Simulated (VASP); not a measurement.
# Al13B3N16 (P1) in VASP: single point with HSE06

Aim: the single point of Al13B3N16 with HSE06.

All numbers are computed with VASP 6.6.1; they aren't measurements. Logs are shortened: lines on timing, memory, paths and dates and some standing lists are left out, and cuts for length are marked.

### Step 1. The cell of the first run

The typed cell holds 96 atoms: a = 8.994 Å, b = 10.478 Å, c = 9.683 Å, α = 90.00°, β = 90.00°, γ = 90.00°.

### Step 2. Single point, HSE06

Input file POSCAR:

```
Al13B3N16
1.0
    8.9943010000      0.0000000000      0.0000000000
    0.0000000000     10.4778290000      0.0000000000
    0.0000000000      0.0000000000      9.6826210000
Al B N
39 9 48
Direct
    0.1683670000      0.0812280000      0.2515030000
    0.1698700000      0.0827630000      0.7494580000
    0.0004900000      0.3417980000      0.2440260000
    0.0094580000      0.3428540000      0.7540280000
    0.4983930000      0.0866820000      0.2491200000
    0.4951120000      0.0855310000      0.7509880000
    0.3353490000      0.3393690000      0.2428150000
    0.1689730000      0.5832860000      0.7587350000
    0.0040000000      0.8232200000      0.2430860000
    0.0017690000      0.8183020000      0.7545260000
    0.8335360000      0.0874300000      0.2493110000
    0.8332770000      0.0840740000      0.7523030000
    0.6620300000      0.3390740000      0.7497010000
    0.5015100000      0.5811950000      0.2473570000
    0.4949160000      0.5861890000      0.7476280000
    0.3313890000      0.8255570000      0.2413930000
    0.8308500000      0.5806120000      0.2463120000
    0.6652050000      0.8287060000      0.2558040000
    0.6653030000      0.8251010000      0.7425470000
    0.9989050000      0.1703520000      0.5005480000
    0.0067440000      0.1727770000      0.0009780000
    0.3345390000      0.1732160000      0.5058720000
    0.3271790000      0.1745970000      0.9929720000
    0.1710590000      0.4216060000      0.4954850000
    0.9971450000      0.6607630000      0.4941750000
    0.6666580000      0.1684480000      0.4940250000
    0.6659500000      0.1727840000      0.0055860000
    0.5012840000      0.4193370000      0.4987960000
    0.4927280000      0.4212400000      0.9986000000
    0.3340000000      0.6672070000      0.4948990000
    0.1708920000      0.9118250000      0.5050270000
    0.1685340000      0.9039370000      0.9933500000
    0.8277090000      0.4243720000      0.4984170000
    0.8376070000      0.4238010000      0.9986150000
    0.6677240000      0.6659800000      0.9909710000
    0.4959100000      0.9083010000      0.5060560000
    0.4951530000      0.9101400000      0.9918260000
    0.8350210000      0.9099660000      0.5005230000
    0.8360700000      0.9099330000      0.0000970000
    0.3276000000      0.3418720000      0.7533900000
    0.1680860000      0.5810390000      0.2268460000
    0.6664210000      0.3353950000      0.2513060000
    0.3302480000      0.8240810000      0.7555900000
    0.8399870000      0.5815630000      0.7468760000
    0.1677170000      0.4297010000      0.0004490000
    0.0098370000      0.6587070000      0.9999390000
    0.3248240000      0.6599250000      0.9988390000
    0.6719930000      0.6624140000      0.5036860000
    0.0038020000      0.1717580000      0.1931200000
    0.0002100000      0.1728570000      0.6942970000
    0.3304560000      0.1717730000      0.1864600000
    0.3317010000      0.1909280000      0.7019780000
    0.1706490000      0.4359670000      0.1705570000
    0.1890160000      0.4161930000      0.6913820000
    0.0144480000      0.6501800000      0.1707370000
    0.9867800000      0.6490190000      0.6894980000
    0.6659910000      0.1873740000      0.2003550000
    0.6660670000      0.1701040000      0.6879970000
    0.5198200000      0.4095760000      0.1944110000
    0.4777930000      0.4121610000      0.6968300000
    0.3171650000      0.6550740000      0.1703520000
    0.3279470000      0.6839580000      0.6909100000
    0.1671160000      0.9150520000      0.1853940000
    0.1839220000      0.9034450000      0.7029420000
    0.8135820000      0.4095810000      0.1946610000
    0.8341280000      0.4348420000      0.6966280000
    0.6670730000      0.6669640000      0.1820430000
    0.6842110000      0.6525410000      0.6806990000
    0.5003910000      0.9161780000      0.1873610000
    0.4765690000      0.9062470000      0.7021480000
    0.8329950000      0.9155080000      0.1938460000
    0.8385250000      0.9146360000      0.6940400000
    0.1684640000      0.0817580000      0.4476860000
    0.1657030000      0.0755650000      0.9400370000
    0.9992210000      0.3398120000      0.4395410000
    0.0228010000      0.3493790000      0.9501870000
    0.4982720000      0.0777250000      0.4448360000
    0.4981760000      0.0844130000      0.9432740000
    0.3348120000      0.3361880000      0.4331920000
    0.3123100000      0.3488670000      0.9299980000
    0.1680080000      0.5829580000      0.4060420000
    0.1664780000      0.5822360000      0.9521220000
    0.0038950000      0.8280820000      0.4384170000
    0.0018660000      0.8043480000      0.9492730000
    0.8337030000      0.0787410000      0.4416940000
    0.8358810000      0.0839640000      0.9461520000
    0.6664110000      0.3346720000      0.4225220000
    0.6662640000      0.3392530000      0.9388770000
    0.5192690000      0.5925050000      0.4479990000
    0.4770380000      0.5922490000      0.9441130000
    0.3330740000      0.8301320000      0.4316900000
    0.3305150000      0.8071090000      0.9289540000
    0.8135950000      0.5936650000      0.4396300000
    0.8513860000      0.5902250000      0.9242200000
    0.6658380000      0.8113360000      0.4548950000
    0.6672470000      0.8320020000      0.9335930000
```

Input file INCAR.step1:

```
PREC     = Accurate       # precision mode
ENCUT    = 520            # plane-wave cutoff, eV
EDIFF    = 1E-5           # SCF threshold, eV
ISMEAR   = -1             # smearing method
SIGMA    = 0.05           # smearing width, eV
LREAL    = Auto         
LASPH    = True           # aspherical terms in the spheres
NELM     = 80             # most SCF steps
ALGO     = Normal         # electronic algorithm
ISIF     = 2              # what is computed and relaxed
LWAVE    = True           # write WAVECAR
LCHARG   = False          # write CHGCAR
NBANDS   = 246            # bands
GGA      = PE             # functional
LUSENCCL = False
```

Input file INCAR.step2:

```
PREC     = Accurate       # precision mode
ENCUT    = 520            # plane-wave cutoff, eV
EDIFF    = 1E-6           # SCF threshold, eV
ISMEAR   = -1             # smearing method
SIGMA    = 0.05           # smearing width, eV
LREAL    = Auto         
LASPH    = True           # aspherical terms in the spheres
NELM     = 80             # most SCF steps
ALGO     = Normal         # electronic algorithm
ISIF     = 2              # what is computed and relaxed
LWAVE    = False          # write WAVECAR
LCHARG   = False          # write CHGCAR
GGA      = PE             # functional
LHFCALC  = True           # exact exchange
HFSCREEN = 0.2079         # screening, 1/A
PRECFOCK = Fast         
NBANDS   = 246            # bands
ISTART   = 1            
LUSENCCL = False
```

Input file KPOINTS:

```
regular mesh
0
Gamma
  1 1 1
```

Potentials or basis: VASP PAW PBE potentials, release 64 (Al, B, N).

Launch:

```console
> cat potpaw_PBE.64/Al/POTCAR potpaw_PBE.64/B/POTCAR potpaw_PBE.64/N/POTCAR > POTCAR
> cp INCAR.step1 INCAR
> mpirun -np 1 vasp_gam > vasp.out
> cp INCAR.step2 INCAR
> mpirun -np 1 vasp_gam > vasp.out
```

OUTCAR:

```text
PREC = Accurate
   ENCUT = 520
   EDIFF = 1E-6
   ISMEAR = -1
   LREAL = Auto
   LASPH = True
   NELM = 80
   ISIF = 2
   GGA = PE
   LHFCALC = True
   HFSCREEN = 0.2079
   PRECFOCK = Fast
   ISTART = 1

 ion  position               nearest neighbor table
   1  0.168  0.081  0.252-  49 1.85  51 1.85  63 1.86  73 1.90   5 2.97  21 2.99  20 3.00  11 3.01
                            31 3.03  22 3.04  23 3.04  16 3.06   9 3.08   7 3.09  32 3.11   3 3.12
   2  0.170  0.083  0.749-  74 1.85  50 1.87  52 1.90  64 1.94  23 2.91   6 2.93  22 2.94  31 2.97
                            21 3.00  20 3.00  32 3.01  12 3.03   4 3.08  10 3.16
   3  0.000  0.342  0.244-  49 1.85  65 1.89  75 1.89  53 1.95  34 2.92  17 2.93  21 2.95  24 3.00
                             7 3.01  33 3.04  11 3.06  20 3.07   1 3.12
   4  0.009  0.343  0.754-  50 1.87  54 1.89  76 1.90  66 1.93   8 2.90  34 2.95  21 2.98  24 3.01
                            20 3.05   2 3.08  33 3.09  13 3.13  12 3.14
   5  0.498  0.087  0.249-  51 1.86  69 1.88  77 1.90  57 1.90  27 2.94  26 2.94   1 2.97  11 3.01
                             7 3.03  22 3.03  23 3.06  18 3.09  37 3.10  36 3.11  16 3.12
   6  0.495  0.086  0.751-  78 1.86  58 1.88  52 1.90  70 1.94   2 2.93  22 2.93  23 2.94  37 2.97
                            36 3.01  12 3.04  27 3.05  13 3.05  26 3.05  19 3.13
   7  0.335  0.339  0.243-  51 1.84  79 1.84  59 1.87  53 1.93  29 2.89  14 2.94  23 2.97  24 2.99
                             3 3.01  28 3.01   5 3.03  22 3.09   1 3.09
   8  0.169  0.583  0.759-  82 1.87  54 1.88  62 1.89  56 1.90  10 2.89   4 2.90  15 2.93  24 3.06
                            30 3.08  25 3.10
   9  0.004  0.823  0.243-  63 1.84  71 1.88  83 1.89  55 1.95  39 2.94  16 2.94  32 2.96  25 2.97
                            17 2.98  18 3.05  38 3.06   1 3.08  31 3.09  11 3.17
  10  0.002  0.818  0.755-  72 1.88  56 1.89  84 1.89  64 1.93   8 2.89  32 2.90  39 2.97  25 3.01
                            31 3.02  19 3.03  38 3.04   2 3.16  12 3.17
  11  0.834  0.087  0.249-  49 1.85  85 1.86  71 1.88  57 1.90  26 2.93  27 2.94  20 2.98  21 3.00
                             1 3.01   5 3.01  39 3.05   3 3.06  38 3.06  18 3.11   9 3.17
  12  0.833  0.084  0.752-  50 1.85  58 1.86  72 1.86  86 1.88  20 3.00  39 3.01  21 3.02  27 3.02
                             2 3.03   6 3.04  38 3.04  26 3.05  13 3.08  19 3.11   4 3.14  10 3.17
  13  0.662  0.339  0.750-  88 1.83  58 1.87  60 1.90  66 1.91  28 2.95  29 2.98  33 2.99  15 2.99
                            34 3.02  27 3.03   6 3.05  26 3.05  12 3.08   4 3.13
  14  0.502  0.581  0.247-  67 1.85  59 1.88  89 1.95  61 1.98  29 2.94   7 2.94  17 2.96  28 2.97
                            30 2.97  18 2.98  16 2.98  35 3.03
  15  0.495  0.586  0.748-  60 1.89  62 1.90  90 1.91  68 1.95   8 2.93  19 2.94  35 2.94  30 2.97
                            28 2.98  29 2.98  13 2.99
  16  0.331  0.826  0.241-  63 1.83  91 1.84  69 1.87  61 1.92  32 2.93   9 2.94  30 2.96  37 2.97
                            14 2.98  18 3.01   1 3.06  31 3.07  36 3.08   5 3.12
  17  0.831  0.581  0.246-  67 1.84  65 1.87  93 1.88  55 1.95  34 2.91   3 2.93  33 2.94  25 2.95
[... 100 lines left out ...]
  95  0.666  0.811  0.455-  48 1.63  38 1.89  36 1.90  18 1.94
  96  0.667  0.832  0.934-  35 1.83  37 1.84  39 1.84  19 1.85

  LATTYP: Found a simple orthorhombic cell.
 ALAT       =     8.9943010000
 B/A-ratio  =     1.0765284595
 C/A-ratio  =     1.1649408887

  Lattice vectors:

 A1 = (  -8.9943010000,   0.0000000000,   0.0000000000)
 A2 = (   0.0000000000,   0.0000000000,   9.6826210000)
[... 295 lines left out ...]
   ISMEAR =    -1;   SIGMA  =   0.05  broadening in eV -4-tet -1-fermi 0-gaus
   EFERMI_NEDOS =   21; number of points for ismear=-14 and -15
   IALGO  =     38    algorithm
   IMIX   =      1    mixing-type and parameters
     AMIX     =   0.40;   BMIX     =  1.00
     AMIX_MAG =   1.60;   BMIX_MAG =  1.00
  volume/ion in A,a.u.               =       9.51        64.14
  Fermi-wavevector in a.u.,A,eV,Ry     =   1.226803  2.318321 20.477375  1.505045
  Thomas-Fermi vector in A             =   2.361790
   LORBIT       =      0    0 simple, 1 ext, 2 COOP (PROOUT), +10 PAW based schemes
   GGA     = PE    functional components
   LHFCALC =     T    Hartree Fock is set to
   PRECFOCK=fast      Normal, Fast or Accurate (Low or Medium for compatibility)
   ENCUT4O =  -1.0   cutoff for four orbital integrals eV
   NKREDX  =     1    reduce k-point grid by
   NKREDY  =     1    reduce k-point grid by
   NKREDZ  =     1    reduce k-point grid by
   AEXX    =    0.2500 exact exchange contribution
   HFSCREEN=    0.2079 screening length (either q_TF or 0.3 A-1)
   HFSCREENC=   0.2079 screening length for correlation (either q_TF or 0.3 A-1)
   ENCUTFOCK=  -1.0 apply spherical cutoff to Coloumb kernel
   IVDW    =     0    specifies the selected vdW correction
   LEPSILON=     F    determine dielectric tensor
   LRPA    =     F    only Hartree local field effects (RPA)
 non-spin polarized calculation
  energy-cutoff  :      520.00
  volume of cell :      912.50
 maximum number of plane-waves:     12296
 NGX is ok and might be reduce to    70
  NGX = 36; NGY = 42; NGZ = 40

 number of electron     384.0000005 magnetization

 Free energy of the ion-electron system (eV)
  ---------------------------------------------------
  ext. energy  EPLUGINS =         0.00000000
  ---------------------------------------------------
  free energy    TOTEN  =      -847.00132051 eV

  energy without entropy =     -847.00132051  energy(sigma->0) =     -847.00132051

 E-fermi :   6.8888     XC(G=0):  -9.2235

 val. band max:        5.6752660295   @ k =   0.0000   0.0000   0.0000
 cond. band min:      11.4217741370   @ k =   0.0000   0.0000   0.0000
 fundamental gap:      5.7465081075
 Fermi energy:         6.8888193491

 k-point     1 :       0.0000    0.0000    0.0000
  band No.  band energies     occupation
      1     -12.1606      2.00000
      2     -11.4085      2.00000
      3     -11.2741      2.00000
      4     -11.1745      2.00000
      5     -11.0664      2.00000
      6     -10.8494      2.00000
[... 196 lines left out ...]
    203      12.5746      0.00000
    204      12.6012      0.00000
 [bands above 204 left out]

------------------------ aborting loop because EDIFF is reached ----------------------------------------

  FORCE on cell =-STRESS in cart. coord.  units (eV):
  Direction    XX          YY          ZZ          XY          YZ          ZX
  --------------------------------------------------------------------------------------
  -------------------------------------------------------------------------------------
  Total        1.5392344    -21.0105870    -17.2977897      0.2227306      0.7993796      0.4407283
  in kB        2.7026119    -36.8907183    -30.3717305      0.3910738      1.4035632      0.7738377
  external PRESSURE =     -21.5199456 kB  Pullay stress =       0.0000000 kB

 VOLUME and BASIS-vectors are now :
 -----------------------------------------------------------------------------
  energy-cutoff  :      520.00
  volume of cell :      912.50
      direct lattice vectors                 reciprocal lattice vectors
     8.994301000  0.000000000  0.000000000     0.111181514  0.000000000  0.000000000
     0.000000000 10.477829000  0.000000000     0.000000000  0.095439618  0.000000000
     0.000000000  0.000000000  9.682621000     0.000000000  0.000000000  0.103277821

 POSITION                                       TOTAL-FORCE (eV/Angst)
 -----------------------------------------------------------------------------------
      1.51434      0.85109      2.43521        -0.001136      0.097272     -0.101762
      1.52786      0.86718      7.25672         0.000193      0.106338      0.057348
      0.00441      3.58130      2.36281        -0.097084      0.008246     -0.062994
      0.08507      3.59237      7.30097         0.097930      0.089731     -0.037224
      4.48270      0.90824      2.41213        -0.055225      0.100015     -0.046090
      4.45319      0.89618      7.27153        -0.021009      0.121676      0.032635
[... 88 lines left out ...]
      5.98875      8.50104      4.40458         0.010475      0.180916      0.116108
      6.00142      8.71757      9.03963         0.000306      0.123720     -0.017002
 -----------------------------------------------------------------------------------
    total drift:                               -0.020806     -0.034147      0.026644

  FREE ENERGIE OF THE ION-ELECTRON SYSTEM (eV)
  ---------------------------------------------------
  free  energy   TOTEN  =      -847.0013205132 eV

  energy  without entropy=     -847.0013205131  energy(sigma->0) =     -847.00132051
```

Run time: 8.9 min. Hardware: 1 × NVIDIA H100 80GB with 1 thread of Intel Xeon Platinum 8481C at 2.70GHz (Sapphire Rapids), shared host; peak memory 1.6 GiB.

What came out:

| Property | Result |
| --- | --- |
| Free energy | -847.0013 eV |
| Pressure | -2.2 GPa |
| Largest force | 0.343 eV/Å |
| Band gap on the k mesh | 5.75 eV |

Forces in eV/Å, atoms in the order of the input:
```
Al  -0.001  0.097 -0.102
Al   0.000  0.106  0.057
Al  -0.097  0.008 -0.063
Al   0.098  0.090 -0.037
Al  -0.055  0.100 -0.046
Al  -0.021  0.122  0.033
Al   0.102  0.031 -0.040
Al  -0.024  0.040 -0.021
Al   0.066  0.154 -0.070
Al  -0.005  0.037 -0.038
Al   0.060  0.105 -0.013
Al   0.026  0.084 -0.061
Al  -0.066  0.065  0.033
Al   0.118  0.033 -0.126
Al  -0.074  0.055 -0.017
Al  -0.074  0.137 -0.051
Al  -0.106  0.039 -0.097
Al   0.007  0.020 -0.178
Al   0.034  0.063  0.026
Al   0.024 -0.113 -0.062
Al   0.044 -0.120 -0.015
Al  -0.024 -0.050 -0.110
Al  -0.033 -0.122 -0.024
Al   0.039 -0.133 -0.126
Al  -0.121 -0.007 -0.096
Al  -0.013 -0.112 -0.069
Al  -0.005 -0.049 -0.088
Al  -0.035 -0.089 -0.125
Al  -0.042 -0.043 -0.105
Al   0.085  0.077 -0.090
Al   0.049 -0.095 -0.122
Al  -0.007 -0.108  0.003
Al  -0.001 -0.027 -0.103
Al   0.061 -0.051 -0.088
Al  -0.038  0.019 -0.019
Al  -0.108 -0.109 -0.081
Al   0.078 -0.095 -0.038
Al   0.045 -0.090 -0.016
Al  -0.065 -0.106 -0.016
B    0.017  0.099 -0.071
B   -0.025  0.025 -0.105
B   -0.015  0.080 -0.088
B   -0.015  0.046 -0.111
B    0.055  0.061 -0.059
B   -0.040 -0.013 -0.042
B    0.088 -0.047 -0.054
B   -0.041 -0.106 -0.068
B   -0.015 -0.086 -0.149
N   -0.048 -0.124  0.046
N   -0.005 -0.154  0.033
N    0.042 -0.143  0.037
N    0.021 -0.180  0.008
N   -0.016 -0.047  0.058
N   -0.309 -0.061  0.009
N   -0.176 -0.082  0.165
N    0.237 -0.116  0.062
N    0.002 -0.165  0.002
N   -0.014 -0.183  0.026
N   -0.297 -0.068  0.083
N    0.306 -0.068  0.083
N    0.207 -0.090  0.125
N    0.024 -0.087  0.007
N   -0.001 -0.130  0.074
N   -0.270 -0.101  0.024
N    0.305 -0.070  0.041
N   -0.003 -0.109  0.008
N   -0.012 -0.023  0.056
N   -0.237 -0.082  0.152
N    0.001 -0.140  0.069
N    0.324 -0.114  0.005
N    0.007 -0.161  0.047
N   -0.040 -0.070 -0.009
N   -0.018  0.118  0.087
N   -0.005  0.140 -0.011
N    0.014  0.147  0.127
N   -0.317  0.071  0.104
N    0.031  0.140  0.082
N   -0.001  0.167  0.002
N   -0.014  0.145  0.069
N    0.294  0.028  0.113
N    0.008 -0.004  0.198
N   -0.029  0.118  0.015
N   -0.054  0.075  0.086
N    0.009  0.183  0.042
N   -0.013  0.150  0.040
N   -0.011  0.158  0.035
N    0.003  0.074  0.207
N    0.006  0.117 -0.052
N   -0.280  0.057  0.148
N    0.282  0.031  0.050
N    0.033  0.071  0.034
N    0.008  0.208  0.089
N    0.297  0.086  0.076
N   -0.233 -0.041  0.099
N    0.010  0.181  0.116
N    0.000  0.124 -0.017
```

Stress tensor (GPa, compression positive):
```
 0.27  0.04  0.08
 0.04 -3.69  0.14
 0.08  0.14 -3.04
```

Caveat: the k points lie up to 0.70 Å⁻¹ apart; the PAW data sets were made with another functional, which shifts forces and pressure a little; an odd mesh through Γ misses points on the zone boundary, where band edges can lie.
